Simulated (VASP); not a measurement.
Crystal: CsI.

```xyz
2
Lattice="4.5667 0.0000 0.0000 0.0000 4.5667 0.0000 0.0000 0.0000 4.5667" Properties=species:S:1:pos:R:3 pbc="T T T"
Cs    0.0000    0.0000    0.0000
I     2.2833    2.2833    2.2833
```

* Program: VASP 6.6.1
* Task: relaxation of cell and atoms
* Functional: LDA
* Potentials or basis: VASP PAW LDA potentials, release 64 (Cs_sv, I)
* Cutoff: 500 eV
* k mesh: 6 × 6 × 6
* Occupations: gaussian, width 0.01 eV
* Spin: no spin polarisation

At the start: pressure -1.4 GPa; volume 47.62 Å³/atom.

Q: Where does the relaxation end?

A: Over 4 steps the energy falls by 22.8 meV/atom and the volume is 42.83 Å³/atom (-10.1 %); space group Pm-3m (No. 221, to 0.1 Å) before and after.

Step by step:
| step | energy change (eV) | largest force (eV/Å) | pressure (GPa) | volume (Å³) |
| --- | --- | --- | --- | --- |
| 1 | 0.0000 | 0.0000 | -1.37 | 95.24 |
| 2 | -0.0362 | 0.0000 | -0.70 | 89.75 |
| 3 | -0.0454 | 0.0000 | -0.08 | 86.13 |
| 4 | -0.0455 | 0.0000 | 0.00 | 85.66 |

Final structure:
```yaml
crystal:
  lattice:
    - [4.40825, 0.00000, 0.00000]
    - [0.00000, 4.40825, 0.00000]
    - [0.00000, 0.00000, 4.40825]
  atoms:
    - { symbol: Cs, position: [0.00000, 0.00000, 0.00000] }
    - { symbol: I, position: [0.50000, 0.50000, 0.50000] }
```
